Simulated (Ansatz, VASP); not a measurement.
## Ag in VASP and in Ansatz

```
Ag
1.0
     2.86163    0.00000    0.00000
    -1.43082    2.47825    0.00000
     0.00000    0.00000    9.75100
Ag
4
Cartesian
  0.0000 1.6522 2.4378
  1.4308 0.8261 7.3133
  0.0000 0.0000 0.0000
  0.0000 0.0000 4.8755
```

Change from the starting cell: strain -0.015 along x and y, +0.030 along z, atoms carried along.

Alike in both runs: task single point; functional r2SCAN; k mesh 18 × 18 × 6; occupations gaussian, width 0.15 eV; no spin polarisation.

|  | VASP | Ansatz |
| --- | --- | --- |
| version | VASP 6.6.1 | Ansatz 0.2.0 |
| potentials or method | VASP PAW PBE potentials, release 64 (Ag), cutoff 520 eV | scalar-relativistic, plane waves, PAW |
| valence electrons in the cell | 44 | 76 |

Ansatz gave:

- gap on the k mesh at the Fermi level (eV): none
- pressure (GPa): 0.4
- traceless stress, the component that is largest in VASP (GPa): -2.77

Task: Which values does VASP return?

Result: gap on the k mesh at the Fermi level (eV): none; pressure (GPa): 0.5; traceless stress, the component that is largest in VASP (GPa): -2.82.

VASP's potentials were made for PBE, not for r2SCAN. A gap of «none» marks a metal or a gap that the smearing closes. The functional is the same, so the differences come from potentials, cutoffs and numerics. VASP's potentials hold 44 valence electrons a cell and Ansatz's 76, so a difference there can come from the potentials and not from the codes.
